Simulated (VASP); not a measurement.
Wanted: the native input for a VASP 6.6.1 run.

| Property | Result |
| --- | --- |
| Task | single point |
| Functional | r2SCAN |
| Potentials or basis | VASP PAW PBE potentials, release 64 (Ti_sv, Al) |
| Cutoff | 520 eV |
| k mesh | 10 × 10 × 10 |
| Occupations | gaussian, width 0.15 eV |
| Spin | no spin polarisation |
| Dipole correction | no |
| Further INCAR settings | ALGO = Normal; EDIFF = 1e-06; NBANDS = 14 |

Crystal: TiAl.

```
Ti Al
1.0
     3.17771   -0.24443   -0.03886
    -0.24443    3.19241    0.00110
    -0.03886    0.00110    3.27670
Ti Al
1 1
Direct
  0.99273 0.98340 0.02286
  0.50727 0.51660 0.47714
```

This cell differs from its parent crystal: atoms moved at random and the cell strained at random.

One way to write it, as run:

POSCAR

```
TiAl
1.0
    3.1777093869     -0.2444322083     -0.0388561257
   -0.2444322083      3.1924100883      0.0010961360
   -0.0388561257      0.0010961360      3.2766954854
Ti Al
1 1
Direct
   -0.0072745895     -0.0165950445      0.0228551582
    0.5072745895      0.5165950445      0.4771448418
```

INCAR.step1

```
  PREC = Accurate
  ENCUT = 520
  ISMEAR = 0
  SIGMA = 0.15
  LREAL = False
  LASPH = True
  NELM = 80
  NBANDS = 14
  GGA = PE
  ALGO = Normal
  EDIFF = 1E-4
  LWAVE = True
  LCHARG = False
```

INCAR.step2

```
  PREC = Accurate
  ENCUT = 520
  EDIFF = 1E-6
  ISMEAR = 0
  SIGMA = 0.15
  LREAL = False
  LASPH = True
  NELM = 80
  ALGO = Normal
  ISIF = 2
  LWAVE = False
  LCHARG = False
  METAGGA = R2SCAN
  LMIXTAU = True
  NBANDS = 14
  ISTART = 1
```

KPOINTS

```
Automatic mesh
0
Gamma
  10 10 10
```

Potentials or basis: VASP PAW PBE potentials, release 64 (Ti_sv, Al).

Command:

```console
$ cat potpaw_PBE.64/Ti_sv/POTCAR potpaw_PBE.64/Al/POTCAR > POTCAR
$ cp INCAR.step1 INCAR
$ mpirun -np 1 vasp_std > vasp.out
$ cp INCAR.step2 INCAR
$ mpirun -np 1 vasp_std > vasp.out
```

Results of the run:

The pressure is -0.2 GPa. The largest force is 1.461 eV/Å. The band gap on the k mesh is zero (an odd number of electrons rules out a gap without spin polarisation).

Caveat: the cell differs from its parent crystal (atoms moved at random and the cell strained at random); the PAW data sets were made with another functional, which shifts forces and pressure a little.

It took 9.3 min on 1 thread of Oxide Virtual Turin-like Processor, on a shared host, peak memory 0.31 GiB.
